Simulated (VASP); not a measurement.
# Na2AlHgCl6 (R-3m) in VASP: single point with PBE

Aim: the single point of Na2AlHgCl6 with PBE.

All numbers are computed with VASP 6.6.1; they aren't measurements. Logs are shortened: lines on timing, memory, paths and dates and some standing lists are left out, and cuts for length are marked.

**1. The cell of the first run**

The structure is trigonal, space group R-3m (No. 166). The conventional cell has a = 6.722 Å, b = 6.722 Å, c = 19.699 Å, α = 90.00°, β = 90.00°, γ = 120.00°. Na (site symmetry 3m) has 12 Cl at 3.42 to 4.09 Å and 3 Hg at 4.18 Å and 3 Al at 4.25 Å within 4.5 Å. Within 2.7 Å of Al (site symmetry -3m) lie 6 Cl at 2.06 Å. Hg (site symmetry -3m) has 6 Cl at 3.05 Å within 4.0 Å. Within 2.7 Å of Cl (site symmetry m) lie 1 Al at 2.06 Å.

**2. Single point, PBE (strained and its atoms moved)**

File INCAR:

```
ALGO = Normal
EDIFF = 1E-6
ENCUT = 520
GGA = PE
ISIF = 2
ISMEAR = 0
LASPH = True
LCHARG = True
LELF = True
LREAL = False
LVHAR = True
LWAVE = False
NBANDS = 46
NELM = 80
PREC = Accurate
SIGMA = 0.1
```

File KPOINTS:

```
k-points
0
Gamma
  6 6 6
```

File POSCAR:

```
Na2AlHgCl6
1.0
    0.0000000000      4.7528787755      4.7528787755
    4.7528787755      0.0000000000      4.7528787755
    5.3754382955      5.3754382955     -0.6225595200
Na Al Hg Cl
2 1 1 6
Direct
    0.7540881393      0.7540881393      0.7377355821
    0.2459118607      0.2459118607      0.2622644179
    0.0000000000      0.0000000000      0.0000000000
    0.5000000000      0.5000000000      0.5000000000
    0.7947136884      0.2373236352      0.1732489880
    0.2052863116      0.2052863116      0.8267510120
    0.2052863116      0.7626763648      0.8267510120
    0.2373236352      0.7947136884      0.1732489880
    0.7626763648      0.2052863116      0.8267510120
    0.7947136884      0.7947136884      0.1732489880
```

Potentials or basis: VASP PAW PBE potentials, release 64 (Na_pv, Al, Hg, Cl).

Started as:

```
> cat potpaw_PBE.64/Na_pv/POTCAR potpaw_PBE.64/Al/POTCAR potpaw_PBE.64/Hg/POTCAR potpaw_PBE.64/Cl/POTCAR > POTCAR
> mpirun -np 1 vasp_std > vasp.out
```

OUTCAR:

```text
EDIFF = 1E-6
   ENCUT = 520
   GGA = PE
   ISIF = 2
   ISMEAR = 0
   LASPH = True
   LREAL = False
   NELM = 80
   PREC = Accurate

 ion  position               nearest neighbor table
   1  0.754  0.754  0.738-
   2  0.246  0.246  0.262-
   3  0.000  0.000  0.000-   6 2.06  10 2.06   7 2.06   8 2.06   9 2.06   5 2.06
   4  0.500  0.500  0.500-   6 3.05  10 3.05   7 3.05   8 3.05   9 3.05   5 3.05
   5  0.795  0.237  0.173-   3 2.06   4 3.05
   6  0.205  0.205  0.827-   3 2.06   4 3.05
   7  0.205  0.763  0.827-   3 2.06   4 3.05
   8  0.237  0.795  0.173-   3 2.06   4 3.05
   9  0.763  0.205  0.827-   3 2.06   4 3.05
  10  0.795  0.795  0.173-   3 2.06   4 3.05

  LATTYP: Found a trigonal (rhomboedric) cell.
 ALAT       =     7.6274670824
 COS(alpha) =     0.6117130532

  Lattice vectors:

 A1 = (   5.3754382955,   0.6225595200,  -5.3754382955)
 A2 = (   0.6225595200,   5.3754382955,  -5.3754382955)
 A3 = (   5.3754382955,   5.3754382955,  -0.6225595200)

Analysis of symmetry for initial positions (statically):
=====================================================================
 Subroutine PRICEL returns:
 Original cell was already a primitive cell.

 Routine SETGRP: Setting up the symmetry group for a
 trigonal (rhombohedral) supercell.

 Subroutine GETGRP returns: Found 12 space group operations
 (whereof 12 operations were pure point group operations)
 out of a pool of 12 trial point group operations.

The static configuration has the point symmetry D_3d.

Analysis of symmetry for dynamics (positions and initial velocities):
=====================================================================
 Subroutine PRICEL returns:
 Original cell was already a primitive cell.

 Routine SETGRP: Setting up the symmetry group for a
 trigonal (rhombohedral) supercell.

 Subroutine GETGRP returns: Found 12 space group operations
 (whereof 12 operations were pure point group operations)
 out of a pool of 12 trial point group operations.

The dynamic configuration has the point symmetry D_3d.

 Subroutine INISYM returns: Found 12 space group operations
 (whereof 12 operations are pure point group operations),
 and found     1 'primitive' translations

----------------------------------------------------------------------------------------

                                     Primitive cell

  volume of cell :     256.9243

  direct lattice vectors                    reciprocal lattice vectors
     0.000000000  4.752878776  4.752878776    -0.099440993  0.110957809  0.099440993
     4.752878776  0.000000000  4.752878776     0.110957809 -0.099440993  0.099440993
     5.375438296  5.375438296 -0.622559520     0.087924176  0.087924176 -0.087924176

  length of vectors
     6.721585625  6.721585625  7.627467082     0.179133072  0.179133072  0.152289140

  position of ions in fractional coordinates (direct lattice)
     0.754088139  0.754088139  0.737735582
     0.245911861  0.245911861  0.262264418
     0.000000000  0.000000000  0.000000000
     0.500000000  0.500000000  0.500000000
     0.794713688  0.237323635  0.173248988
     0.205286312  0.205286312  0.826751012
     0.205286312  0.762676365  0.826751012
     0.237323635  0.794713688  0.173248988
     0.762676365  0.205286312  0.826751012
     0.794713688  0.794713688  0.173248988

  ion indices of the primitive-cell ions
   primitive index   ion index
                 1           1
                 2           2
                 3           3
                 4           4
                 5           5
                 6           6
                 7           7
                 8           8
                 9           9
                10          10

----------------------------------------------------------------------------------------

 KPOINTS: k-points

Automatic generation of k-mesh.
 Grid dimensions read from file:
 generate k-points for:    6    6    6

 Generating k-lattice:

  Cartesian coordinates                     Fractional coordinates (reciprocal lattice)
    -0.016573499  0.018492968  0.016573499     0.166666667  0.000000000 -0.000000000
     0.018492968 -0.016573499  0.016573499     0.000000000  0.166666667 -0.000000000
     0.014654029  0.014654029 -0.014654029     0.000000000  0.000000000  0.166666667

  Length of vectors
     0.029855512  0.029855512  0.025381523

  Shift w.r.t. Gamma in fractional coordinates (k-lattice)
     0.000000000  0.000000000  0.000000000

 Subroutine IBZKPT returns following result:
 ===========================================

 Found     32 irreducible k-points:

 Following reciprocal coordinates:
            Coordinates               Weight
  0.000000  0.000000  0.000000      1.000000
  0.166667  0.000000  0.000000      6.000000
  0.333333  0.000000  0.000000      6.000000
  0.500000  0.000000  0.000000      3.000000
  0.166667  0.166667 -0.000000      6.000000
  0.333333  0.166667  0.000000     12.000000
[... 16 lines left out ...]
 -0.166667  0.500000  0.166667     12.000000
 -0.333333 -0.333333  0.166667      6.000000
 [... further k-points ...]
   k-points           NKPTS =     32   k-points in BZ     NKDIM =     32   number of bands    NBANDS=     46
   number of dos      NEDOS =    301   number of ions     NIONS =     10
   total plane-waves  NPLWV = 150000
   dimension x,y,z NGX =    50 NGY =   50 NGZ =   60
   dimension x,y,z NGXF=   100 NGYF=  100 NGZF=  120
   ions per type =               2   1   1   6
   NGX,Y,Z   is equivalent  to a cutoff of  12.37, 12.37, 13.08 a.u.
   NGXF,Y,Z  is equivalent  to a cutoff of  24.73, 24.73, 26.15 a.u.
 SYSTEM =  unknown system
   PREC   = accura    normal or accurate (medium, high low for compatibility)
   ISTART =      0    job   : 0-new  1-cont  2-samecut
   ICHARG =      2    charge: 1-file 2-atom 10-const
   ISPIN  =      1    spin polarized calculation?
   LNONCOLLINEAR =      F non collinear calculations
   LSORBIT =      F    spin-orbit coupling
   LASPH  =      T    aspherical Exc in radial PAW
   ENCUT  =  520.0 eV  38.22 Ry    6.18 a.u.  12.50 12.50 14.18*2*pi/ulx,y,z
   NELM   =     80;   NELMIN=  2; NELMDL= -5     # of ELM steps
   EDIFF  = 0.1E-05   stopping-criterion for ELM
   LREAL  =      F    real-space projection
   EDIFFG = 0.1E-04   stopping-criterion for IOM
   NSW    =      0    number of steps for IOM
   IBRION =     -1    ionic relax: 0-MD 1-quasi-New 2-CG
   NFREE  =      0    steps in history (QN), initial steepest desc. (CG)
   ISIF   =      2    stress and relaxation
   ISYM   =      2    0-nonsym 1-usesym 2-fastsym
   POTIM  = 0.5000    time-step for ionic-motion
   TEBEG  =    0.0;   TEEND  =   0.0 temperature during run
   PSTRESS=    0.0 pullay stress
   NELECT =      71.0000    total number of electrons
   NUPDOWN=      -1.0000    fix difference up-down
   EMIN   =  10.00;   EMAX   =-10.00  energy-range for DOS
   EFERMI =   0.00;   METHOD = LEGACY
   ISMEAR =     0;   SIGMA  =   0.10  broadening in eV -4-tet -1-fermi 0-gaus
   EFERMI_NEDOS =   21; number of points for ismear=-14 and -15
   IALGO  =     38    algorithm
   IMIX   =      4    mixing-type and parameters
     AMIX     =   0.40;   BMIX     =  1.00
     AMIX_MAG =   1.60;   BMIX_MAG =  1.00
  volume/ion in A,a.u.               =      25.69       173.38
  Fermi-wavevector in a.u.,A,eV,Ry     =   1.066332  2.015076 15.470702  1.137065
  Thomas-Fermi vector in A             =   2.201913
   LORBIT       =      0    0 simple, 1 ext, 2 COOP (PROOUT), +10 PAW based schemes
   GGA     = PE    functional components
   LHFCALC =     F    Hartree Fock is set to
   AEXX    =    0.0000 exact exchange contribution
   IVDW    =     0    specifies the selected vdW correction
   LEPSILON=     F    determine dielectric tensor
   LRPA    =     F    only Hartree local field effects (RPA)
 non-spin polarized calculation
 Gauss-broadening in eV      SIGMA  =   0.10
  energy-cutoff  :      520.00
  volume of cell :      256.92
 maximum number of plane-waves:      6948
 NGX is ok and might be reduce to    50
   NGX = 25   NGY = 25   NGZ = 29

 number of electron      71.0000008 magnetization

 Free energy of the ion-electron system (eV)
  ---------------------------------------------------
  ext. energy  EPLUGINS =         0.00000000
  ---------------------------------------------------
  free energy    TOTEN  =       -26.06626705 eV

  energy without entropy =      -26.05613209  energy(sigma->0) =      -26.06119957

 E-fermi :   1.2094     XC(G=0):  -7.9239

 val. band max:        1.1555326684   @ k =   0.5000   0.3333   0.1667
 cond. band min:       1.2138227726   @ k =   0.0000   0.0000   0.3333
 fundamental gap:      0.0582901042
 Fermi energy:         1.2094134028

 k-point     1 :       0.0000    0.0000    0.0000
  band No.  band energies     occupation
      1     -22.9900      2.00000
      2     -22.9896      2.00000
      3     -22.9732      2.00000
      4     -22.9732      2.00000
      5     -22.9729      2.00000
      6     -22.9729      2.00000
[... 38 lines left out ...]
     45       8.5576      0.00000
     46       8.5576      0.00000

 k-point     2 :       0.1667    0.0000    0.0000
  band No.  band energies     occupation
      1     -22.9900      2.00000
      2     -22.9896      2.00000
      3     -22.9732      2.00000
      4     -22.9731      2.00000
      5     -22.9729      2.00000
      6     -22.9729      2.00000
[... 38 lines left out ...]
     45       8.5665      0.00000
     46       8.7564      0.00000

 k-point     3 :       0.3333    0.0000    0.0000
  band No.  band energies     occupation
      1     -22.9899      2.00000
      2     -22.9897      2.00000
      3     -22.9731      2.00000
      4     -22.9731      2.00000
      5     -22.9730      2.00000
      6     -22.9730      2.00000
[... 1018 lines left out ...]
     45       8.6490      0.00000
     46       8.8418      0.00000

 k-point    24 :      -0.3333   -0.3333    0.1667
  band No.  band energies     occupation
      1     -22.9899      2.00000
      2     -22.9898      2.00000
      3     -22.9732      2.00000
      4     -22.9732      2.00000
      5     -22.9730      2.00000
      6     -22.9729      2.00000
[... 38 lines left out ...]
     45       8.4541      0.00000
     46       8.8524      0.00000

 [... further k-points ...]

------------------------ aborting loop because EDIFF is reached ----------------------------------------

  FORCE on cell =-STRESS in cart. coord.  units (eV):
  Direction    XX          YY          ZZ          XY          YZ          ZX
  --------------------------------------------------------------------------------------
  -------------------------------------------------------------------------------------
  Total       18.0482563     18.0482563     18.0482563     -0.4425213      0.4425213      0.4425213
  in kB      112.5487470    112.5487470    112.5487470     -2.7595584      2.7595584      2.7595584
  external PRESSURE =     112.5487470 kB  Pullay stress =       0.0000000 kB

 VOLUME and BASIS-vectors are now :
 -----------------------------------------------------------------------------
  energy-cutoff  :      520.00
  volume of cell :      256.92
      direct lattice vectors                 reciprocal lattice vectors
     0.000000000  4.752878776  4.752878776    -0.099440993  0.110957809  0.099440993
     4.752878776  0.000000000  4.752878776     0.110957809 -0.099440993  0.099440993
     5.375438296  5.375438296 -0.622559520     0.087924176  0.087924176 -0.087924176

 POSITION                                       TOTAL-FORCE (eV/Angst)
 -----------------------------------------------------------------------------------
      7.54974      7.54974      6.70889         0.219960      0.219960     -0.219960
      2.57858      2.57858      2.17430        -0.219960     -0.219960      0.219960
      0.00000      0.00000      0.00000         0.000000     -0.000000     -0.000000
      5.06416      5.06416      4.44160         0.000000     -0.000000      0.000000
      2.05926      4.70847      4.79729         5.004306      0.135156     -0.135156
      5.41985      5.41985      1.43670        -0.135156     -0.135156      5.004306
      8.06906      5.41985      4.08591        -5.004306     -0.135156      0.135156
      4.70847      2.05926      4.79729         0.135156      5.004306     -0.135156
      5.41985      8.06906      4.08591        -0.135156     -5.004306      0.135156
      4.70847      4.70847      7.44650         0.135156      0.135156     -5.004306
 -----------------------------------------------------------------------------------
    total drift:                               -0.000000     -0.000000      0.000000

  FREE ENERGIE OF THE ION-ELECTRON SYSTEM (eV)
  ---------------------------------------------------
  free  energy   TOTEN  =       -26.0662670495 eV

  energy  without entropy=      -26.0561320852  energy(sigma->0) =      -26.06119957
```

Run time: 5.3 min. Hardware: 1 thread of Intel Xeon 6975P-C (Granite Rapids), shared host; peak memory 0.6 GiB.

Results:

```
Free energy            : -26.0663 eV
Pressure               : 11.3 GPa
Largest force          : 5.008 eV/Å
Band gap on the k mesh : zero (an odd number of electrons rules out a gap without spin polarisation)
```

Forces in eV/Å, atoms in the order of the input:
```
Na   0.220  0.220 -0.220
Na  -0.220 -0.220  0.220
Al   0.000  0.000  0.000
Hg   0.000  0.000  0.000
Cl   5.004  0.135 -0.135
Cl  -0.135 -0.135  5.004
Cl  -5.004 -0.135  0.135
Cl   0.135  5.004 -0.135
Cl  -0.135 -5.004  0.135
Cl   0.135  0.135 -5.004
```

Stress tensor (GPa, compression positive):
```
11.25 -0.28  0.28
-0.28 11.25  0.28
 0.28  0.28 11.25
```

Caveat: the cell differs from its parent crystal (strained and its atoms moved); the cell stands under pressure; spin-orbit coupling is left out, which moves the levels of the heavy elements; an odd number of electrons without spin polarisation forces a metal; a magnetic or distorted state may lie lower.

The gap in the log of VASP goes by the Fermi energy; the results here count the filled bands.